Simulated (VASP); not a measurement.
**SnO2: single point with PBE**

Crystal: SnO2.

```
CELL_PARAMETERS angstrom
1.63483 0.94387 4.99727
-1.63483 0.94387 4.99727
0.00000 -1.88774 4.99727
ATOMIC_POSITIONS crystal
Sn 0.50000 0.50000 0.50000
O 0.25843 0.25843 0.25843
O 0.74157 0.74157 0.74157
```

This cell differs from its parent crystal: strained.

- Program: VASP 6.6.1
- Task: single point
- Functional: PBE
- Potentials or basis: VASP PAW PBE potentials, release 64 (Sn_d, O)
- Cutoff: 520 eV
- k mesh: 12 × 12 × 12
- Occupations: gaussian, width 0.02 eV
- Spin: no spin polarisation
- Dipole correction: no
- Further INCAR settings: ALGO = Normal; EDIFF = 1e-06; NBANDS = 20

```
Pressure               : -19.5 GPa
Largest force          : 3.793 eV/Å
Band gap on the k mesh : 0.93 eV (least direct gap 1.08 eV)
```

Forces on the atoms (eV/Å):
```
Sn   0.000  0.000  0.000
O    0.000  0.000 -3.793
O    0.000  0.000  3.793
```

Stress tensor (GPa, compression positive):
```
-12.60   0.00   0.00
  0.00 -12.60   0.00
  0.00   0.00 -33.38
```

Levels at points of the mesh, in eV from the valence-band top:
```
           k point  band 11  band 12  band 13  band 14  band 15  band 16
(0.00, 0.00, 0.00)    -0.36    -0.36    -0.15     0.93     5.32    10.13
(0.50, 0.00, 0.00)    -1.35    -0.98    -0.57     3.17     5.29     8.74
(0.50, 0.50, 0.00)    -1.29    -0.20    -0.05     2.60     4.48     8.96
(0.50, 0.50, 0.50)    -0.59    -0.18    -0.18     2.58     4.86    10.28
```

It took 3.4 min on 1 thread of AMD EPYC 9R45 96-Core Processor (Zen 5), with other jobs on the host, peak memory 0.31 GiB.

Caveat: the cell differs from its parent crystal (strained); the cell stands under tension; spin-orbit coupling is left out, which moves the levels of the heavy elements; forces of over 1 eV/Å act on the atoms, so gaps and moduli don't describe the material at rest. A k mesh can miss the band edges.
